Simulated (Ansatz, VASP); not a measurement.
## One calculation of Tl2B6Te, two programs

File INCAR:

```
PREC = Accurate
ENCUT = 520
EDIFF = 1E-6
ISMEAR = 0
SIGMA = 0.2
LREAL = False
LASPH = True
NELM = 100
ALGO = Normal
ISIF = 2
LWAVE = False
LCHARG = True
GGA = PE
LELF = True
LVHAR = True
NBANDS = 35
```

The input KPOINTS:

```
regular mesh
0
Gamma
  4 4 4
```

POSCAR

```
Tl2B6Te
1.0
    0.0000000000      4.1524426067      4.1524426067
    4.1524426067      0.0000000000      4.1524426067
    4.1524426067      4.1524426067      0.0000000000
Tl B Te
2 6 1
Direct
    0.7500000000      0.7500000000      0.7500000000
    0.2500000000      0.2500000000      0.2500000000
    0.6481679461      0.6481679461      0.3518320539
    0.3518320539      0.3518320539      0.6481679461
    0.3518320539      0.6481679461      0.6481679461
    0.6481679461      0.3518320539      0.3518320539
    0.3518320539      0.6481679461      0.3518320539
    0.6481679461      0.3518320539      0.6481679461
    0.0000000000      0.0000000000      1.0000000000
```

Input for Ansatz:

```yaml
crystal:
  lattice:
    - [0.0, 4.1524426067, 4.1524426067]
    - [4.1524426067, 0.0, 4.1524426067]
    - [4.1524426067, 4.1524426067, 0.0]
  atoms:
    - { symbol: Tl, position: [0.75, 0.75, 0.75] }
    - { symbol: Tl, position: [0.25, 0.25, 0.25] }
    - { symbol: B, position: [0.6481679461, 0.6481679461, 0.3518320539] }
    - { symbol: B, position: [0.3518320539, 0.3518320539, 0.6481679461] }
    - { symbol: B, position: [0.3518320539, 0.6481679461, 0.6481679461] }
    - { symbol: B, position: [0.6481679461, 0.3518320539, 0.3518320539] }
    - { symbol: B, position: [0.3518320539, 0.6481679461, 0.3518320539] }
    - { symbol: B, position: [0.6481679461, 0.3518320539, 0.6481679461] }
    - { symbol: Te, position: [0.0, 0.0, 1.0] }
basis:
  ecutwfc: 420
kpoints:
  mp_grid: { grid: [4, 4, 4] }
hamiltonian:
  xc: pbe
scf:
  occupations: { method: gaussian, width: 0.2 }
  lower_state_search: "off"
output:
  forces: true
  stress: true
  eigenvalues: true
```

Alike in both runs: task single point; functional PBE; k mesh 4 × 4 × 4; occupations gaussian, width 0.2 eV; no spin polarisation.

|  | VASP | Ansatz |
| --- | --- | --- |
| version | VASP 6.6.1 | Ansatz 0.2.0 |
| potentials or method | VASP PAW PBE potentials, release 64 (Tl_d, B, Te), cutoff 520 eV | scalar-relativistic, plane waves, PAW |
| valence electrons in the cell | 50 | 60 |

VASP gave:

| Item | Value |
| --- | --- |
| gap on the k mesh at the Fermi level (eV) | none |
| pressure (GPa) | 0.4 |
| rms of the force components (eV/Å) | 0.017 |

Estimate Ansatz's values.

gap on the k mesh at the Fermi level (eV): none; pressure (GPa): 0.4; rms of the force components (eV/Å): 0.005.

Atom by atom the forces differ by 0.013 eV/Å (rms over components). A gap of «none» marks a metal or a gap that the smearing closes. VASP's potentials hold 50 valence electrons a cell and Ansatz's 60, so a difference there can come from the potentials and not from the codes.

Spin-orbit coupling is off throughout.
